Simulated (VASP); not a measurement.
Set up this calculation in VASP 6.6.1, as the native input.

```yaml
Task: single point
Functional: LDA
Potentials_or_basis: VASP PAW LDA potentials, release 64 (Ta_pv)
Cutoff: 520 eV
k_mesh: 15 × 15 × 1
Occupations: fermi-dirac, width 0.08 eV
Spin: no spin polarisation
Dipole_correction: yes
Further_INCAR_settings: ALGO = Normal; EDIFF = 1e-07; NBANDS = 36
```

The structure of Ta lies in POSCAR:

```
Ta
1.0
    2.8173712975      0.0000000000      0.0000000000
   -0.9391237658      2.6562431328      0.0000000000
    0.0000000000      0.0000000000     25.2015000000
Ta
5
Direct
    0.0000000000      0.0000000000      0.3213221709
    0.5000000000      0.5000000000      0.4088760544
    0.0000000000      0.0000000000      0.4999999999
    0.5000000000      0.5000000000      0.5911239455
    0.0000000000      0.0000000000      0.6786778293
```

One way to write it, as run:

INCAR

```
PREC = Accurate
ENCUT = 520
EDIFF = 1E-7
ISMEAR = -1
SIGMA = 0.08
LREAL = F
LASPH = T
NELM = 60
ALGO = Normal
ISIF = 2
LWAVE = F
LCHARG = T
LDIPOL = T
IDIPOL = 3
DIPOL = 0.5 0.5 0.500
GGA = CA
LELF = T
LVHAR = T
LVACPOTAV = T
NBANDS = 36
```

KPOINTS

```
regular mesh
0
Gamma
  15 15 1
```

Potentials or basis: VASP PAW LDA potentials, release 64 (Ta_pv).

The run is started by

```sh
$ cat potpaw_LDA.64/Ta_pv/POTCAR > POTCAR
$ mpirun -np 1 vasp_std > vasp.out
```

Results of the run:

* Largest force: 0.048 eV/Å

Run time: 26 min on 1 thread of AMD EPYC 7R13, with other jobs on the host, peak memory 0.43 GiB.
